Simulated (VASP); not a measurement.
Input of a VASP 6.6.1 run:

INCAR

```
ALGO     = Normal         # electronic algorithm
EDIFF    = 1E-6           # SCF threshold, eV
ENCUT    = 520            # plane-wave cutoff, eV
ISIF     = 2              # what is computed and relaxed
ISMEAR   = 0              # smearing method
LASPH    = True           # aspherical terms in the spheres
LCHARG   = False          # write CHGCAR
LREAL    = False          # projectors in reciprocal space
LWAVE    = False          # write WAVECAR
NBANDS   = 26             # bands
NELM     = 60             # most SCF steps
PREC     = Accurate       # precision mode
SIGMA    = 0.01           # smearing width, eV
```

File KPOINTS:

```
k-points
0
Gamma
  6 6 4
```

POSCAR

```
ZnS
1.0
    3.5703817920      0.0000000000      0.0000000000
   -1.7851908960      3.0920413331      0.0000000000
    0.0000000000      0.0000000000      5.9104560477
Zn S
2 2
Direct
    0.3333333333      0.6666666667      0.0068368101
    0.6666666667      0.3333333333      0.5068368101
    0.3333333333      0.6666666667      0.3781631899
    0.6666666667      0.3333333333      0.8781631899
```

Potentials or basis: VASP PAW LDA potentials, release 64 (Zn, S).

Launch:

```bash
$ cat potpaw_LDA.64/Zn/POTCAR potpaw_LDA.64/S/POTCAR > POTCAR
$ mpirun -np 1 vasp_std > vasp.out
```

(1) Estimate the band gap on the k mesh.

(2) Predict the pressure.

Answers

(1) 2.83 eV, direct.

(2) 15.4 GPa.
